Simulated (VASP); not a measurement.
**SnO: single point with PBEsol+D3(BJ)**

SnO:

```
Sn O
1.0
     3.89705    0.00000    0.00000
     0.00000    3.89705    0.00000
     0.00000    0.00000    5.07780
Sn O
2 2
Direct
  0.00000 0.50000 0.23850
  0.50000 0.00000 0.76150
  0.00000 0.00000 0.00000
  0.50000 0.50000 0.00000
```

This cell differs from its parent crystal: strain +0.025 along x and y, +0.050 along z.

```yaml
Program: VASP 6.6.1
Task: single point
Functional: PBEsol
Dispersion: D3(BJ)
Potentials_or_basis: VASP PAW PBE potentials, release 64 (Sn_d, O)
Cutoff: 520 eV
k_mesh: 12 × 12 × 10
Occupations: gaussian, width 0.15 eV
Spin: no spin polarisation
```

```yaml
Pressure: -8.9 GPa
Largest_force: 1.200 eV/Å
Band_gap_on_the_k_mesh: 0.24 eV (least direct gap 1.90 eV)
Dispersion_energy_per_atom: -0.195 eV
```

Forces on the atoms (eV/Å):
```
Sn   0.000  0.000 -1.200
Sn   0.000  0.000  1.200
O    0.000  0.000  0.000
O    0.000  0.000  0.000
```

Stress tensor (GPa, compression positive):
```
-8.80  0.00  0.00
 0.00 -8.80  0.00
 0.00  0.00 -9.21
```

Levels at points of the mesh, in eV from the valence-band top:
| k point | band 17 | band 18 | band 19 | band 20 | band 21 | band 22 | band 23 | band 24 |
| --- | --- | --- | --- | --- | --- | --- | --- | --- |
| (0.00, 0.00, 0.00) | -2.90 | -2.51 | -2.51 | 0.00 | 1.90 | 4.26 | 4.59 | 4.59 |
| (0.50, 0.00, 0.00) | -4.08 | -4.08 | -2.37 | -2.37 | 2.92 | 2.92 | 5.66 | 5.66 |
| (0.50, 0.50, 0.00) | -1.90 | -1.90 | -1.82 | -1.82 | 0.24 | 0.24 | 4.32 | 4.32 |
| (0.00, 0.00, 0.50) | -2.96 | -2.52 | -2.52 | -1.93 | 1.81 | 3.05 | 3.05 | 3.68 |
| (0.50, 0.00, 0.50) | -4.05 | -4.05 | -1.52 | -1.52 | 2.38 | 2.38 | 5.28 | 5.28 |
| (0.50, 0.50, 0.50) | -2.47 | -2.47 | -1.90 | -1.90 | 2.40 | 2.40 | 3.66 | 3.66 |

Wall time 2.3 min on 1 thread of Intel(R) Xeon(R) 6975P-C (Granite Rapids) (shared host), peak memory 0.41 GiB.

Caveat: the cell differs from its parent crystal (strain +0.025 along x and y, +0.050 along z); the cell stands under tension; semilocal functionals underestimate gaps, and a narrow one can read as zero; the PAW data sets were made with another functional, which shifts forces and pressure a little; spin-orbit coupling is left out, which moves the levels of the heavy elements. A k mesh can miss the band edges.
